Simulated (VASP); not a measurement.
# MgO (rock salt) (Fm-3m) in VASP: notebook

MgO (rock salt) is run at these levels: r2SCAN; tasks: single point.

Program: VASP 6.6.1. These are calculated values, not measurements. Logs are shortened: lines on timing, memory, paths and dates and some standing lists are left out, and cuts for length are marked.

## (1) The cell of the first run

The structure is cubic, space group Fm-3m (No. 225). Conventional cell: a = 4.210 Å, b = 4.210 Å, c = 4.210 Å, α = 90.00°, β = 90.00°, γ = 90.00°. Mg (site symmetry m-3m) has 6 O at 2.10 Å within 2.8 Å. Within 2.8 Å of O (site symmetry m-3m) lie 6 Mg at 2.10 Å.

## (2) Single point, r2SCAN

POSCAR reads:

```
MgO
1.0
    0.0000000000      2.1050000000      2.1050000000
    2.1050000000      0.0000000000      2.1050000000
    2.1050000000      2.1050000000      0.0000000000
Mg O
1 1
Direct
    0.0000000000      0.0000000000      0.0000000000
    0.5000000000      0.5000000000      0.5000000000
```

INCAR.step1 reads:

```
SYSTEM = MgO
ALGO = Normal
EDIFF = 1E-5
ENCUT = 660
GGA = PE
GGA_COMPAT = .False.
ISMEAR = 0
LASPH = .True.
LCHARG = .False.
LREAL = .False.
LWAVE = .True.
NBANDS = 11
NELM = 120
PREC = Accurate
SIGMA = 0.01
```

INCAR.step2 reads:

```
SYSTEM = MgO
ALGO = Normal
EDIFF = 1E-6
ENCUT = 660
GGA_COMPAT = .False.
ISIF = 2
ISMEAR = 0
ISTART = 1
LASPH = .True.
LCHARG = .False.
LMIXTAU = .True.
LREAL = .False.
LWAVE = .False.
METAGGA = R2SCAN
NBANDS = 11
NELM = 120
PREC = Accurate
SIGMA = 0.01
```

KPOINTS reads:

```
k-points
0
Gamma
  10 10 10
  0 0 0
```

Potentials or basis: VASP PAW PBE potentials, release 64 (Mg, O).

Launch:

```console
$ cat potpaw_PBE.64/Mg/POTCAR potpaw_PBE.64/O/POTCAR > POTCAR
$ cp INCAR.step1 INCAR
$ mpirun -np 1 vasp_std > vasp.out
$ cp INCAR.step2 INCAR
$ mpirun -np 1 vasp_std > vasp.out
```

OUTCAR:

```text
SYSTEM = MgO
   EDIFF = 1E-6
   ENCUT = 660
   ISIF = 2
   ISMEAR = 0
   ISTART = 1
   LASPH = .True.
   LREAL = .False.
   METAGGA = R2SCAN
   NELM = 120
   PREC = Accurate

 ion  position               nearest neighbor table
   1  0.000  0.000  0.000-   2 2.10   2 2.10   2 2.10   2 2.10   2 2.10   2 2.10
   2  0.500  0.500  0.500-   1 2.10   1 2.10   1 2.10   1 2.10   1 2.10   1 2.10

  LATTYP: Found a face centered cubic cell.
 ALAT       =     4.2100000000

  Lattice vectors:

 A1 = (   0.0000000000,   2.1050000000,   2.1050000000)
 A2 = (   2.1050000000,   0.0000000000,   2.1050000000)
 A3 = (   2.1050000000,   2.1050000000,   0.0000000000)

Analysis of symmetry for initial positions (statically):
=====================================================================
 Subroutine PRICEL returns:
 Original cell was already a primitive cell.

 Routine SETGRP: Setting up the symmetry group for a
 face centered cubic supercell.

 Subroutine GETGRP returns: Found 48 space group operations
 (whereof 48 operations were pure point group operations)
 out of a pool of 48 trial point group operations.

The static configuration has the point symmetry O_h .

Analysis of symmetry for dynamics (positions and initial velocities):
=====================================================================
 Subroutine PRICEL returns:
 Original cell was already a primitive cell.

 Routine SETGRP: Setting up the symmetry group for a
 face centered cubic supercell.

 Subroutine GETGRP returns: Found 48 space group operations
 (whereof 48 operations were pure point group operations)
 out of a pool of 48 trial point group operations.

The dynamic configuration has the point symmetry O_h .

 Subroutine INISYM returns: Found 48 space group operations
 (whereof 48 operations are pure point group operations),
 and found     1 'primitive' translations

----------------------------------------------------------------------------------------

                                     Primitive cell

  volume of cell :      18.6546

  direct lattice vectors                    reciprocal lattice vectors
     0.000000000  2.105000000  2.105000000    -0.237529691  0.237529691  0.237529691
     2.105000000  0.000000000  2.105000000     0.237529691 -0.237529691  0.237529691
     2.105000000  2.105000000  0.000000000     0.237529691  0.237529691 -0.237529691

  length of vectors
     2.976919549  2.976919549  2.976919549     0.411413493  0.411413493  0.411413493

  position of ions in fractional coordinates (direct lattice)
[... 83 lines left out ...]
   IBRION =     -1    ionic relax: 0-MD 1-quasi-New 2-CG
   NFREE  =      0    steps in history (QN), initial steepest desc. (CG)
   ISIF   =      2    stress and relaxation
   ISYM   =      2    0-nonsym 1-usesym 2-fastsym
   POTIM  = 0.5000    time-step for ionic-motion
   TEBEG  =    0.0;   TEEND  =   0.0 temperature during run
   PSTRESS=    0.0 pullay stress
   NELECT =       8.0000    total number of electrons
   NUPDOWN=      -1.0000    fix difference up-down
   EMIN   =  10.00;   EMAX   =-10.00  energy-range for DOS
   EFERMI =   0.00;   METHOD = LEGACY
   ISMEAR =     0;   SIGMA  =   0.01  broadening in eV -4-tet -1-fermi 0-gaus
   EFERMI_NEDOS =   21; number of points for ismear=-14 and -15
   IALGO  =     38    algorithm
   IMIX   =      4    mixing-type and parameters
     AMIX     =   0.40;   BMIX     =  1.00
     AMIX_MAG =   1.60;   BMIX_MAG =  1.00
  volume/ion in A,a.u.               =       9.33        62.94
  Fermi-wavevector in a.u.,A,eV,Ry     =   1.234552  2.332965 20.736894  1.524119
  Thomas-Fermi vector in A             =   2.369237
   LORBIT       =      0    0 simple, 1 ext, 2 COOP (PROOUT), +10 PAW based schemes
   METAGGA = R2SCAN    functional components
   LHFCALC =     F    Hartree Fock is set to
   AEXX    =    0.0000 exact exchange contribution
   IVDW    =     0    specifies the selected vdW correction
   LEPSILON=     F    determine dielectric tensor
   LRPA    =     F    only Hartree local field effects (RPA)
 non-spin polarized calculation
 Gauss-broadening in eV      SIGMA  =   0.01
  energy-cutoff  :      660.00
  volume of cell :       18.65
 maximum number of plane-waves:       728
 NGX is ok and might be reduce to    28
   NGX = 13   NGY = 13   NGZ = 13

 number of electron       7.9999999 magnetization

 Free energy of the ion-electron system (eV)
  ---------------------------------------------------
  ext. energy  EPLUGINS =         0.00000000
  ---------------------------------------------------
  free energy    TOTEN  =       -16.16678765 eV

  energy without entropy =      -16.16678765  energy(sigma->0) =      -16.16678765

 E-fermi :   2.9237     XC(G=0): -11.5997

 val. band max:        2.7834335445   @ k =   0.0000   0.0000   0.0000
 cond. band min:       8.4071698247   @ k =   0.0000   0.0000   0.0000
 fundamental gap:      5.6237362802
 Fermi energy:         2.9236737458

 k-point     1 :       0.0000    0.0000    0.0000
  band No.  band energies     occupation
      1     -15.4219      2.00000
      2       2.7834      2.00000
      3       2.7834      2.00000
      4       2.7834      2.00000
      5       8.4072      0.00000
      6      19.6315      0.00000
      7      19.6315      0.00000
      8      19.6315      0.00000
      9      23.7831      0.00000
     10      25.5504      0.00000
     11      25.5504      0.00000
[... 309 lines left out ...]
 k-point    24 :       0.4000    0.3000    0.0000
  band No.  band energies     occupation
      1     -14.2144      2.00000
      2      -0.7972      2.00000
      3       1.4635      2.00000
      4       1.6774      2.00000
      5      13.3816      0.00000
      6      13.9354      0.00000
      7      17.5754      0.00000
      8      22.2773      0.00000
      9      22.4996      0.00000
     10      29.0914      0.00000
     11      31.2899      0.00000

 [... further k-points ...]
[... 5 lines left out ...]
  --------------------------------------------------------------------------------------
  -------------------------------------------------------------------------------------
  Total       -0.2449049     -0.2449049     -0.2449049     -0.0000000      0.0000000     -0.0000000
  in kB      -21.0339924    -21.0339924    -21.0339924     -0.0000000      0.0000000     -0.0000000
  external PRESSURE =     -21.0339924 kB  Pullay stress =       0.0000000 kB

 VOLUME and BASIS-vectors are now :
 -----------------------------------------------------------------------------
  energy-cutoff  :      660.00
  volume of cell :       18.65
      direct lattice vectors                 reciprocal lattice vectors
     0.000000000  2.105000000  2.105000000    -0.237529691  0.237529691  0.237529691
     2.105000000  0.000000000  2.105000000     0.237529691 -0.237529691  0.237529691
     2.105000000  2.105000000  0.000000000     0.237529691  0.237529691 -0.237529691

 POSITION                                       TOTAL-FORCE (eV/Angst)
 -----------------------------------------------------------------------------------
      0.00000      0.00000      0.00000         0.000000     -0.000000      0.000000
      2.10500      2.10500      2.10500        -0.000000      0.000000     -0.000000
 -----------------------------------------------------------------------------------
    total drift:                                0.000000      0.000000      0.000000

  FREE ENERGIE OF THE ION-ELECTRON SYSTEM (eV)
  ---------------------------------------------------
  free  energy   TOTEN  =       -16.1667876540 eV

  energy  without entropy=      -16.1667876540  energy(sigma->0) =      -16.16678765
```

OUTCAR.step1:

```text
SYSTEM = MgO
   EDIFF = 1E-5
   ENCUT = 660
   GGA = PE
   ISMEAR = 0
   LASPH = .True.
   LREAL = .False.
[... 557 lines left out ...]
      0.00000      0.00000      0.00000        -0.000000     -0.000000      0.000000
      2.10500      2.10500      2.10500         0.000000      0.000000     -0.000000
 -----------------------------------------------------------------------------------
    total drift:                                0.000000      0.000000      0.000000

  FREE ENERGIE OF THE ION-ELECTRON SYSTEM (eV)
  ---------------------------------------------------
  free  energy   TOTEN  =       -11.9106257180 eV

  energy  without entropy=      -11.9106257180  energy(sigma->0) =      -11.91062572
```

It took 46 s on 1 thread of Intel Xeon Platinum 8488C (Sapphire Rapids), shared host; peak memory 0.17 GiB.

What came out:

* Free energy: -16.1668 eV
* Pressure: -2.1 GPa
* Band gap on the k mesh: 5.62 eV, direct

Levels at points of the mesh, in eV from the valence-band top:
| k point | band 1 | band 2 | band 3 | band 4 | band 5 | band 6 | band 7 | band 8 |
| --- | --- | --- | --- | --- | --- | --- | --- | --- |
| (0.00, 0.00, 0.00) | -18.21 | 0.00 | 0.00 | 0.00 | 5.62 | 16.85 | 16.85 | 16.85 |
| (0.50, 0.00, 0.00) | -16.95 | -4.62 | -0.67 | -0.67 | 8.81 | 13.83 | 17.44 | 17.44 |
| (0.50, 0.50, 0.00) | -16.70 | -4.11 | -1.38 | -1.38 | 10.04 | 11.08 | 14.31 | 20.40 |

Caveat: the PAW data sets were made with another functional, which shifts forces and pressure a little. r2SCAN opens gaps a little over a GGA but as a rule still falls short of measured ones.

## (3) Single point, r2SCAN (volume scaled by 1.03)

POSCAR reads:

```
MgO
1.0
    0.0000000000      2.1258429397      2.1258429397
    2.1258429397      0.0000000000      2.1258429397
    2.1258429397      2.1258429397      0.0000000000
Mg O
1 1
Direct
    0.0000000000      0.0000000000      0.0000000000
    0.5000000000      0.5000000000      0.5000000000
```

INCAR.step1 reads:

```
PREC = Accurate ; ENCUT = 660
ISMEAR = 0 ; SIGMA = 0.01
LREAL = False ; LASPH = True
NELM = 120 ; NBANDS = 11
GGA = PE ; ALGO = Normal
EDIFF = 1E-5 ; LWAVE = True
LCHARG = False ; GGA_COMPAT = False
```

INCAR.step2 reads:

```
PREC = Accurate ; ENCUT = 660
EDIFF = 1E-6 ; ISMEAR = 0
SIGMA = 0.01 ; LREAL = False
LASPH = True ; NELM = 120
ALGO = Normal ; ISIF = 2
LWAVE = False ; LCHARG = True
METAGGA = R2SCAN ; LMIXTAU = True
LELF = True ; LVHAR = True
NBANDS = 11 ; ISTART = 1
GGA_COMPAT = False
```

KPOINTS reads:

```
regular mesh
0
Gamma
  10 10 10
```

Potentials or basis: VASP PAW PBE potentials, release 64 (Mg, O).

Launch:

```console
$ cat potpaw_PBE.64/Mg/POTCAR potpaw_PBE.64/O/POTCAR > POTCAR
$ cp INCAR.step1 INCAR
$ mpirun -np 1 vasp_std > vasp.out
$ cp INCAR.step2 INCAR
$ mpirun -np 1 vasp_std > vasp.out
```

Wall time 45 s (1 thread of Intel Xeon Platinum 8488C (Sapphire Rapids), shared host); peak memory 0.17 GiB.

It converged, with:

* Free energy: -16.1528 eV
* Pressure: -6.6 GPa
* Band gap on the k mesh: 5.33 eV, direct

Levels at points of the mesh, in eV from the valence-band top:
```tsv
k point	band 1	band 2	band 3	band 4	band 5	band 6	band 7	band 8
(0.00, 0.00, 0.00)	-18.06	0.00	0.00	0.00	5.33	16.67	16.67	16.67
(0.50, 0.00, 0.00)	-16.88	-4.49	-0.64	-0.64	8.62	13.47	17.13	17.13
(0.50, 0.50, 0.00)	-16.64	-3.98	-1.33	-1.33	10.00	10.75	13.98	19.93
```

Caveat: the PAW data sets were made with another functional, which shifts forces and pressure a little.
